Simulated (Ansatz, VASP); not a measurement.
## Ca: VASP beside Ansatz

```
Ca
1.0
    -2.06080    2.06080    2.41920
     2.06080   -2.06080    2.41920
     2.06080    2.06080   -2.41920
Ca
1
Cartesian
  0.0000 0.0000 0.0000
```

Change from the starting cell: strain -0.080 along x and y, +0.080 along z, atoms carried along.

Alike in both runs: task single point; functional PBEsol; k mesh 16 × 16 × 16; occupations gaussian, width 0.15 eV; no spin polarisation.

|  | VASP | Ansatz |
| --- | --- | --- |
| version | VASP 6.6.1 | Ansatz 0.2.0 |
| potentials or method | VASP PAW PBE potentials, release 64 (Ca_sv), cutoff 520 eV | scalar-relativistic, plane waves, PAW |
| valence electrons in the cell | 10 | 10 |

|  | VASP | Ansatz | Ansatz less VASP |
| --- | --- | --- | --- |
| gap on the k mesh at the Fermi level (eV) | none | none | - |
| pressure (GPa) | -0.2 | -0.2 | -0.02 |
| traceless stress, the component that is largest in VASP (GPa) | 0.23 | 0.23 | +0.001 |

VASP's potentials were made for PBE, not for PBEsol. A gap of «none» marks a metal or a gap that the smearing closes. With one functional, cell and mesh, what is left measures potentials, basis and numerics.
